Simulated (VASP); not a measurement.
A run of VASP 6.6.1 is set up as follows.

File INCAR:

```
SYSTEM = CdS
PREC = Accurate
ENCUT = 520
EDIFF = 1E-6
ISMEAR = 0
SIGMA = 0.01
LREAL = .FALSE.
LASPH = .TRUE.
NELM = 80
ALGO = Normal
ISIF = 2
LWAVE = .FALSE.
LCHARG = .FALSE.
GGA = PE
NBANDS = 16
```

KPOINTS

```
regular mesh
0
G
  4 4 4
  0 0 0
```

File POSCAR:

```
CdS
1.0
    0.1092100000      2.7946300000      2.8727300000
    2.9731000000      0.0482800000      2.9336600000
    2.9353200000      2.8177700000      0.0860700000
Cd S
1 1
Direct
    0.9986200000      0.0004500000      0.0030200000
    0.2538031182      0.2474062051      0.2492595459
```

Potentials or basis: VASP PAW PBE potentials, release 64 (Cd, S).

The run is started by

```sh
$ cat potpaw_PBE.64/Cd/POTCAR potpaw_PBE.64/S/POTCAR > POTCAR
$ mpirun -np 1 vasp_std > vasp.out
```

Question: Predict the pressure.

Answer: 9.6 GPa.

Question: What does it give for the band gap on the k mesh?

Answer: 1.22 eV, direct.

Question: What does it give for the largest force?

Answer: 0.649 eV/Å.

Stress tensor (GPa, compression positive):
```
 9.39 -2.10 -3.90
-2.10  9.72  0.36
-3.90  0.36  9.56
```

Caveat: the k points lie up to 0.49 Å⁻¹ apart.
